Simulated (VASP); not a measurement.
# CdS (P6_3/mmc) in VASP: dielectric tensor with PBE

Aim: the dielectric tensor of CdS with PBE.

Program: VASP 6.6.1. These are calculated values, not measurements. Logs are shortened: lines on timing, memory, paths and dates and some standing lists are left out, and cuts for length are marked.

### Step 1. The cell of the first run

It takes space group P6_3/mmc (No. 194, hexagonal). Conventional cell: a = 4.409 Å, b = 4.409 Å, c = 5.748 Å, α = 90.00°, β = 90.00°, γ = 120.00°. Cd (site symmetry -6m2) has 5 S at 2.55 to 2.87 Å within 3.4 Å. S (site symmetry -6m2) has 5 Cd at 2.55 to 2.87 Å within 3.4 Å.

### Step 2. Dielectric tensor, PBE

File INCAR:

```
SYSTEM = CdS
  PREC = Accurate
  ENCUT = 470
  EDIFF = 1E-8
  ISMEAR = 0
  SIGMA = 0.01
  LREAL = .False.
  LASPH = .True.
  NELM = 120
  ALGO = Normal
  ISIF = 2
  LWAVE = .False.
  LCHARG = .False.
  GGA = PE
  LEPSILON = .True.
  GGA_COMPAT = .False.
```

File KPOINTS:

```
regular mesh
0
Gamma
  6 6 4
  0 0 0
```

File POSCAR:

```
CdS
1.0
    4.4085296518      0.0000000000      0.0000000000
   -2.2042648259      3.8178986718      0.0000000000
    0.0000000000      0.0000000000      5.7481182114
Cd S
2 2
Direct
    0.3333333333      0.6666666667      0.2500000000
    0.6666666667      0.3333333333      0.7500000000
    0.6666666667      0.3333333333      0.2500000000
    0.3333333333      0.6666666667      0.7500000000
```

Potentials or basis: VASP PAW PBE potentials, release 64 (Cd_sv_GW, S).

Launch:

```sh
$ cat potpaw_PBE.64/Cd_sv_GW/POTCAR potpaw_PBE.64/S/POTCAR > POTCAR
$ mpirun -np 1 vasp_std > vasp.out
```

OUTCAR:

```text
SYSTEM = CdS
   PREC = Accurate
   ENCUT = 470
   EDIFF = 1E-8
   ISMEAR = 0
   LREAL = .False.
   LASPH = .True.
   NELM = 120
   ISIF = 2
   GGA = PE
   LEPSILON = .True.

 ion  position               nearest neighbor table
   1  0.333  0.667  0.250-   3 2.55   3 2.55   3 2.55
   2  0.667  0.333  0.750-   4 2.55   4 2.55   4 2.55
   3  0.667  0.333  0.250-   1 2.55   1 2.55   1 2.55
   4  0.333  0.667  0.750-   2 2.55   2 2.55   2 2.55

  LATTYP: Found a hexagonal cell.
 ALAT       =     4.4085296518
 C/A-ratio  =     1.3038628898

  Lattice vectors:

 A1 = (   4.4085296518,   0.0000000000,   0.0000000000)
 A2 = (  -2.2042648259,   3.8178986718,   0.0000000000)
 A3 = (   0.0000000000,   0.0000000000,   5.7481182114)

Analysis of symmetry for initial positions (statically):
=====================================================================
 Subroutine PRICEL returns:
 Original cell was already a primitive cell.

 Routine SETGRP: Setting up the symmetry group for a
 hexagonal supercell.

 Subroutine GETGRP returns: Found 24 space group operations
 (whereof 12 operations were pure point group operations)
 out of a pool of 24 trial point group operations.

The static configuration has the point symmetry D_3d.
 The point group associated with its full space group is D_6h.

Analysis of symmetry for dynamics (positions and initial velocities):
=====================================================================
 Subroutine PRICEL returns:
 Original cell was already a primitive cell.

 Routine SETGRP: Setting up the symmetry group for a
 hexagonal supercell.

 Subroutine GETGRP returns: Found 24 space group operations
 (whereof 12 operations were pure point group operations)
 out of a pool of 24 trial point group operations.

The dynamic configuration has the point symmetry D_3d.
 The point group associated with its full space group is D_6h.

 Subroutine INISYM returns: Found 24 space group operations
 (whereof 12 operations are pure point group operations),
 and found     1 'primitive' translations

----------------------------------------------------------------------------------------

                                     Primitive cell

  volume of cell :      96.7484

  direct lattice vectors                    reciprocal lattice vectors
     4.408529652  0.000000000  0.000000000     0.226832999  0.130962093  0.000000000
    -2.204264826  3.817898672  0.000000000     0.000000000  0.261924186  0.000000000
     0.000000000  0.000000000  5.748118211     0.000000000  0.000000000  0.173969978

  length of vectors
     4.408529652  4.408529652  5.748118211     0.261924186  0.261924186  0.173969978

  position of ions in fractional coordinates (direct lattice)
     0.333333333  0.666666667  0.250000000
     0.666666667  0.333333333  0.750000000
     0.666666667  0.333333333  0.250000000
     0.333333333  0.666666667  0.750000000

  ion indices of the primitive-cell ions
   primitive index   ion index
                 1           1
                 2           2
                 3           3
                 4           4

----------------------------------------------------------------------------------------

 KPOINTS: regular mesh

Automatic generation of k-mesh.
 Grid dimensions read from file:
 generate k-points for:    6    6    4

 Generating k-lattice:

  Cartesian coordinates                     Fractional coordinates (reciprocal lattice)
     0.037805500  0.021827015  0.000000000     0.166666667  0.000000000  0.000000000
     0.000000000  0.043654031  0.000000000     0.000000000  0.166666667  0.000000000
     0.000000000  0.000000000  0.043492495     0.000000000  0.000000000  0.250000000
[... 79 lines left out ...]
   LHFCALC =     F    Hartree Fock is set to
   AEXX    =    0.0000 exact exchange contribution
   IVDW    =     0    specifies the selected vdW correction
   LEPSILON=     T    determine dielectric tensor
   LRPA    =     F    only Hartree local field effects (RPA)
 non-spin polarized calculation
 Gauss-broadening in eV      SIGMA  =   0.01
  energy-cutoff  :      470.00
  volume of cell :       96.75
 maximum number of plane-waves:      2256
 NGX is ok and might be reduce to    32
   NGX = 15   NGY = 15   NGZ = 21

--------------------------------------- Ionic step        1  -------------------------------------------

 number of electron      51.9999999 magnetization

 E-fermi :   3.2680     XC(G=0):  -9.4083

 val. band max:        3.1553762700   @ k =   0.3333   0.3333   0.5000
 cond. band min:       4.1525678659   @ k =   0.0000   0.0000   0.0000
 fundamental gap:      0.9971915959
 Fermi energy:         3.2680085396

 k-point     1 :       0.0000    0.0000    0.0000
  band No.  band energies     occupation
      1     -98.2974      2.00000
      2     -98.2970      2.00000
      3     -59.3774      2.00000
      4     -59.3774      2.00000
      5     -59.3762      2.00000
      6     -59.3762      2.00000
[... 703 lines left out ...]
     30       8.8098      0.00000
     31       9.8980      0.00000

  FORCE on cell =-STRESS in cart. coord.  units (eV):
  Direction    XX          YY          ZZ          XY          YZ          ZX
  --------------------------------------------------------------------------------------
  -------------------------------------------------------------------------------------
  Total        0.0010209      0.0010209      0.0229962      0.0000000      0.0000000      0.0000000
  in kB        0.0169069      0.0169069      0.3808231      0.0000000      0.0000000      0.0000000
  external PRESSURE =       0.1382123 kB  Pullay stress =       0.0000000 kB

 VOLUME and BASIS-vectors are now :
 -----------------------------------------------------------------------------
  energy-cutoff  :      470.00
  volume of cell :       96.75
      direct lattice vectors                 reciprocal lattice vectors
     4.408529652  0.000000000  0.000000000     0.226832999  0.130962093  0.000000000
    -2.204264826  3.817898672  0.000000000     0.000000000  0.261924186  0.000000000
     0.000000000  0.000000000  5.748118211     0.000000000  0.000000000  0.173969978

 POSITION                                       TOTAL-FORCE (eV/Angst)
 -----------------------------------------------------------------------------------
     -0.00000      2.54527      1.43703        -0.000000     -0.000000     -0.000000
      2.20426      1.27263      4.31109        -0.000000     -0.000000      0.000000
      2.20426      1.27263      1.43703        -0.000000      0.000000     -0.000000
     -0.00000      2.54527      4.31109         0.000000     -0.000000     -0.000000
 -----------------------------------------------------------------------------------
    total drift:                               -0.000000      0.000000      0.000000

  FREE ENERGIE OF THE ION-ELECTRON SYSTEM (eV)
  ---------------------------------------------------
  free  energy   TOTEN  =       -12.0592478521 eV

  energy  without entropy=      -12.0592478521  energy(sigma->0) =      -12.05924785

 HEAD OF MICROSCOPIC STATIC DIELECTRIC TENSOR (INDEPENDENT PARTICLE, excluding Hartree and local field effects)
 ------------------------------------------------------
           7.653167     0.000000     0.000000
           0.000000     7.653167     0.000000
           0.000000    -0.000000     7.562077
 ------------------------------------------------------

 Free energy of the ion-electron system (eV)
  ---------------------------------------------------
  ---------------------------------------------------
  free energy    TOTEN  =        -1.78619735 eV

  energy without entropy =       -1.78619735

------------------------ aborting loop because EDIFF is reached ----------------------------------------

--------------------------------------- Ionic step        2  -------------------------------------------

------------------------ aborting loop because EDIFF is reached ----------------------------------------

--------------------------------------- Ionic step        3  -------------------------------------------

 Free energy of the ion-electron system (eV)
  ---------------------------------------------------
  ---------------------------------------------------
  free energy    TOTEN  =        -1.81014332 eV

  energy without entropy =       -1.81014332

------------------------ aborting loop because EDIFF is reached ----------------------------------------

 PIEZOELECTRIC TENSOR FIELD DIRECTION 3  (e Angst)
 -----------------------------------------------------------------------------
     0.00752  0.00000  0.00000           (  0.00003  0.00000  0.00000)
     0.00000  0.00752 -0.00000           (  0.00000  0.00003 -0.00000)
     0.00000 -0.00000 -0.00794           (  0.00000 -0.00000  0.00016)

 PIEZOELECTRIC TENSOR FIELD DIRECTION 3  (C/m^2)
 -----------------------------------------------------------------------------
     0.00124  0.00000  0.00000
     0.00000  0.00124 -0.00000
     0.00000 -0.00000 -0.00131

 MACROSCOPIC STATIC DIELECTRIC TENSOR (including local field effects in DFT)
 ------------------------------------------------------
           7.229384    -0.000000     0.000000
           0.000000     7.229384    -0.000000
          -0.000000    -0.000000     7.309831
 ------------------------------------------------------

 PIEZOELECTRIC TENSOR (including local field effects)  for field in x, y, z        (e  Angst)
          XX          YY          ZZ          XY          YZ          ZX
  --------------------------------------------------------------------------------
  x     0.00000     0.00000     0.00000     0.00000     0.00000     0.00000
  y     0.00000     0.00000     0.00000     0.00000     0.00000     0.00000
  z     0.00000     0.00000     0.00000     0.00000     0.00000     0.00000

 PIEZOELECTRIC TENSOR (including local field effects)  for field in x, y, z        (C/m^2)
          XX          YY          ZZ          XY          YZ          ZX
  --------------------------------------------------------------------------------
  x     0.00000     0.00000     0.00000     0.00000     0.00000     0.00000
  y     0.00000     0.00000     0.00000     0.00000     0.00000     0.00000
  z     0.00000     0.00000     0.00000     0.00000     0.00000     0.00000

 BORN EFFECTIVE CHARGES (including local field effects) (in |e|, cummulative output)
 ---------------------------------------------------------------------------------
 ion    1
    1     2.37361     0.00000     0.00000
    2     0.00000     2.37361     0.00000
    3     0.00000     0.00000     2.79491
 ion    2
    1     2.37361     0.00000     0.00000
    2     0.00000     2.37361     0.00000
    3     0.00000     0.00000     2.79491
 ion    3
    1    -2.37361     0.00000     0.00000
    2     0.00000    -2.37361     0.00000
    3     0.00000     0.00000    -2.79491
 ion    4
    1    -2.37361     0.00000     0.00000
    2     0.00000    -2.37361     0.00000
    3     0.00000     0.00000    -2.79491
```

Wall time 15 min (1 thread of Intel Xeon Platinum 8375C at 2.90GHz (Ice Lake), shared host); peak memory 0.44 GiB.

What came out:

```
Band gap on the k mesh                  : 1.00 eV (least direct gap 1.27 eV)
Electronic dielectric tensor (diagonal) : 7.23, 7.23, 7.31
Born charges (mean of the diagonal)     : Cd +2.51; S -2.51 e
```

Electronic dielectric tensor:
```
7.23 0.00 0.00
0.00 7.23 0.00
0.00 0.00 7.31
```

Born effective charge tensors (e):
atom 1, Cd
```
2.37 0.00 0.00
0.00 2.37 0.00
0.00 0.00 2.79
```
atom 2, Cd
```
2.37 0.00 0.00
0.00 2.37 0.00
0.00 0.00 2.79
```
atom 3, S
```
-2.37  0.00  0.00
 0.00 -2.37  0.00
 0.00  0.00 -2.79
```
atom 4, S
```
-2.37  0.00  0.00
 0.00 -2.37  0.00
 0.00  0.00 -2.79
```
